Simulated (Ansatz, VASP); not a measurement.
**RbHg in VASP and in Ansatz**

The input INCAR:

```
SYSTEM = RbHg
PREC = Accurate
ENCUT = 600
EDIFF = 1E-6
ISMEAR = 0
SIGMA = 0.1
LREAL = .False.
LASPH = .True.
NELM = 100
ALGO = Fast
ISIF = 3
LWAVE = .False.
LCHARG = .False.
GGA = PE
IBRION = 2
NSW = 100
EDIFFG = -0.01
```

File KPOINTS:

```
regular mesh
0
Gamma
  10 10 10
  0 0 0
```

Contents of POSCAR:

```
RbHg
1.0
    0.0000000000      4.4122606802      4.4122606802
    4.4122606802      0.0000000000      4.4122606802
    4.4122606802      4.4122606802      0.0000000000
Rb Hg
2 2
Direct
    0.5000000000      0.5000000000      0.5000000000
    0.7500000000      0.7500000000      0.7500000000
    0.0000000000      0.0000000000      0.0000000000
    0.2500000000      0.2500000000      0.2500000000
```

Input for Ansatz:

```yaml
crystal:
  lattice:
    - [0.0, 4.4122606802, 4.4122606802]
    - [4.4122606802, 0.0, 4.4122606802]
    - [4.4122606802, 4.4122606802, 0.0]
  atoms:
    - { symbol: Rb, position: [0.5, 0.5, 0.5] }
    - { symbol: Rb, position: [0.75, 0.75, 0.75] }
    - { symbol: Hg, position: [0.0, 0.0, 0.0] }
    - { symbol: Hg, position: [0.25, 0.25, 0.25] }
basis:
  ecutwfc: 420
kpoints:
  mp_grid: { grid: [10, 10, 10] }
hamiltonian:
  xc: pbe
scf:
  occupations: { method: gaussian, width: 0.1 }
output:
  forces: true
  stress: true
  eigenvalues: true
  write_density: true
  write_potential: true
  elf: true
  volumetric_format: npy
relax:
  adjacent_minimum: "off"
  f_tol: 0.01
  max_steps: 80
  cell: { stress_tol: 0.05 }
```

Change from the starting cell: species swapped into the NaTl type (Fd-3m, No. 227).

Alike in both runs: task relaxation of cell and atoms; functional PBE; k mesh 10 × 10 × 10; occupations gaussian, width 0.1 eV; no spin polarisation.

```csv
,VASP,Ansatz
version,VASP 6.6.1,Ansatz 0.2.0
potentials or method,"VASP PAW PBE potentials, release 64 (Rb_sv, Hg), cutoff 600 eV","scalar-relativistic, plane waves, PAW"
valence electrons in the cell,42,58
```

```tsv
	VASP	Ansatz	Ansatz less VASP
gap on the k mesh at the Fermi level, each at its own relaxed structure (eV)	none	none	-
relaxed volume (Å³/atom)	43.21	42.95	-0.266
relaxed length of the cell vector where the two differ most in proportion (Å)	6.253	6.240	-0.0128
```

A gap of «none» marks a metal or a gap that the smearing closes. VASP's potentials hold 42 valence electrons a cell and Ansatz's 58, so a difference there can come from the potentials and not from the codes.

Spin-orbit coupling is off throughout.
